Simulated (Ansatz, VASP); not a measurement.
**Mg: VASP beside Ansatz**

```
Mg
1.0
     0.00000    2.52409    2.59347
     1.74690    0.00000    2.59347
     1.74690    2.52409    0.00000
Mg
1
Direct
  0.50000 0.50000 0.50000
```

Alike in both runs: task relaxation of cell and atoms; functional PBE; k mesh 22 × 22 × 22; occupations gaussian, width 0.1 eV; no spin polarisation.

```csv
,VASP,Ansatz
version,VASP 6.6.1,Ansatz 0.2.0
potentials or method,"VASP PAW PBE potentials, release 64 (Mg), cutoff 600 eV","scalar-relativistic, plane waves, PAW"
valence electrons in the cell,2,10
```

```tsv
	VASP	Ansatz	Ansatz less VASP
gap on the k mesh at the Fermi level, each at its own relaxed structure (eV)	none	none	-
relaxed volume (Å³/atom)	22.89	22.95	+0.060
relaxed cell length with the largest relative difference (Å)	3.101	3.104	+0.0034
```

A gap of «none» marks a metal or a gap that the smearing closes. VASP's potentials hold 2 valence electrons a cell and Ansatz's 10, so a difference there can come from the potentials and not from the codes.
